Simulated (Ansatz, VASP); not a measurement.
One calculation of Bi, two programs

```
CELL_PARAMETERS angstrom
4.71971 0.00000 0.00000
0.00000 4.58595 0.00000
-0.35053 0.00000 6.59764
ATOMIC_POSITIONS crystal
Bi 0.25137 0.25000 0.74873
Bi 0.74863 0.75000 0.25127
Bi 0.24989 0.25000 0.24888
Bi 0.75011 0.75000 0.75112
```

Alike in both runs: task single point; functional PBEsol; k mesh 6 × 6 × 4; occupations fermi-dirac, width 0.05 eV; no spin polarisation.

```csv
,VASP,Ansatz
version,VASP 6.6.1,Ansatz 0.2.0
potentials or method,"VASP PAW PBE potentials, release 64 (Bi_d)",Ansatz PAW
plane-wave cutoff (eV),520,420
valence electrons in the cell,60,60
```

```csv
,VASP,Ansatz,Ansatz less VASP
gap on the k mesh at the Fermi level (eV),none,none,-
pressure (GPa),-3.1,-3.0,+0.07
"traceless stress, the component that is largest in VASP (GPa)",0.84,0.83,-0.002
rms of the force components (eV/Å),0.003,0.003,0.0000
```

VASP's potentials were made for PBE, not for PBEsol. Atom by atom the forces differ by 0.000 eV/Å (rms over components). A gap of «none» marks a metal or a gap that the smearing closes.

Spin-orbit coupling is off throughout.
